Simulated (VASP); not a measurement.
Write the native input for VASP 6.6.1 that does the following.

```yaml
Task: single point
Functional: LDA
Potentials_or_basis: VASP PAW LDA potentials, release 64 (Sn_d, S)
Cutoff: 500 eV
k_mesh: 4 × 8 × 8
Occupations: gaussian, width 0.02 eV
Spin: no spin polarisation
Dipole_correction: no
Further_INCAR_settings: ALGO = Normal; EDIFF = 1e-06; NBANDS = 50
```

The structure of SnS lies in POSCAR:

```
SnS
1.0
   10.9731486693      0.0000000000      0.0000000000
    0.0000000000      3.9529085460      0.0000000000
    0.0000000000      0.0000000000      4.1871299922
Sn S
4 4
Direct
    0.6177502454      0.2500000000      0.3901751831
    0.3822497546      0.7500000000      0.6098248169
    0.8822497546      0.7500000000      0.8901751831
    0.1177502454      0.2500000000      0.1098248169
    0.3539969349      0.2500000000      0.0263479191
    0.6460030651      0.7500000000      0.9736520809
    0.1460030651      0.7500000000      0.5263479191
    0.8539969349      0.2500000000      0.4736520809
```

The input as run:

INCAR

```
SYSTEM = SnS
PREC = Accurate
ENCUT = 500
EDIFF = 1E-6
ISMEAR = 0
SIGMA = 0.02
LREAL = .FALSE.
LASPH = .TRUE.
NELM = 120
ALGO = Normal
ISIF = 2
LWAVE = .FALSE.
LCHARG = .FALSE.
GGA = CA
NBANDS = 50
GGA_COMPAT = .FALSE.
```

KPOINTS

```
Automatic mesh
0
G
  4 8 8
  0 0 0
```

Potentials or basis: VASP PAW LDA potentials, release 64 (Sn_d, S).

Run with:

```sh
$ cat potpaw_LDA.64/Sn_d/POTCAR potpaw_LDA.64/S/POTCAR > POTCAR
$ mpirun -np 1 vasp_std > vasp.out
```

It gave:

| Property | Result |
| --- | --- |
| Pressure | 0.0 GPa |
| Largest force | 0.018 eV/Å |
| Band gap on the k mesh | 0.63 eV (least direct gap 1.05 eV) |

Caveat: semilocal functionals underestimate gaps, and a narrow one can read as zero; spin-orbit coupling is left out, which moves the levels of the heavy elements.

Wall time 9.8 min on 1 thread of Oxide Virtual Turin-like Processor (shared host), peak memory 0.5 GiB.
